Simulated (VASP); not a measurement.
Sc: relaxation of cell and atoms with PBEsol

Crystal: Sc.

```
CELL_PARAMETERS angstrom
0.00000 3.19000 3.19000
3.19000 0.00000 3.19000
3.19000 3.19000 0.00000
ATOMIC_POSITIONS crystal
Sc 0.00000 0.00000 0.00000
Sc 0.25000 0.25000 0.25000
```

| Item | Value |
| --- | --- |
| Program | VASP 6.6.1 |
| Task | relaxation of cell and atoms |
| Functional | PBEsol |
| Potentials or basis | VASP PAW PBE potentials, release 64 (Sc_sv) |
| Cutoff | 600 eV |
| k mesh | 6 × 6 × 6 |
| Occupations | fermi-dirac, width 0.1 eV |
| Spin | no spin polarisation |
| Target pressure | 45 GPa |
| Dipole correction | no |
| Further INCAR settings | ALGO = Normal; EDIFF = 1e-06; IBRION = 2; EDIFFG = -0.03; NSW = 60; ISIF = 3 |

```json
{
 "Relaxed volume": "13.97 Å³/atom",
 "Relaxed cell": "a = 3.406 Å, b = 3.406 Å, c = 3.406 Å, α = 60.00°, β = 60.00°, γ = 60.00°",
 "Space group after relaxing (to 0.05 Å)": "Fd-3m (No. 227)",
 "Energy change on relaxing (the enthalpy is what falls)": "+938.9 meV/atom",
 "Ionic steps": "8",
 "Pressure after relaxing": "45.2 GPa",
 "Band gap on the k mesh": "zero (band 11 reaches 8.01 eV, above the bottom of band 12 at 6.97 eV)"
}
```

Step by step:
```
step  energy change (eV)  largest force (eV/Å)  pressure (GPa)  volume (Å³)
   1              0.0000                0.0000           -0.34        64.92
   2             40.3397                0.0000         1498.93        11.21
   3              0.0644                0.0000            2.64        52.59
   4              0.2350                0.0000            4.39        45.32
   5              3.2791                0.0000           87.38        24.43
   6              1.2197                0.0000           26.18        30.97
   7              1.7280                0.0000           40.77        28.50
   8              1.8777                0.0000           45.21        27.94
```

Final structure:
```xyz
2
Lattice="0.0000 2.4084 2.4084 2.4084 0.0000 2.4084 2.4084 2.4084 0.0000" Properties=species:S:1:pos:R:3 pbc="T T T"
Sc    0.0000    0.0000    0.0000
Sc    1.2042    1.2042    1.2042
```

Levels at points of the mesh, in eV from the Fermi level:
```csv
k point,band 7,band 8,band 9,band 10,band 11,band 12,band 13,band 14,band 15
"(0.00, 0.00, 0.00)",-26.56,-26.56,-5.36,-1.80,-1.80,0.45,0.45,0.45,3.81
"(0.50, 0.00, 0.00)",-25.99,-25.99,-2.80,-1.64,-1.64,-0.79,-0.13,-0.13,3.00
"(0.50, 0.50, 0.00)",-25.38,-25.38,-3.89,-3.89,-0.04,-0.04,2.40,2.40,3.72
```

Run time: 2.1 min on 1 thread of AMD EPYC 7R43 64-Core Processor (Zen 3), on a shared host, peak memory 0.2 GiB.

Caveat: the cell is relaxed towards a set pressure, so the enthalpy falls and the energy may rise; the volume moved by over 15 % at a fixed basis, so the end points are rough; the PAW data sets were made with another functional, which shifts forces and pressure a little.
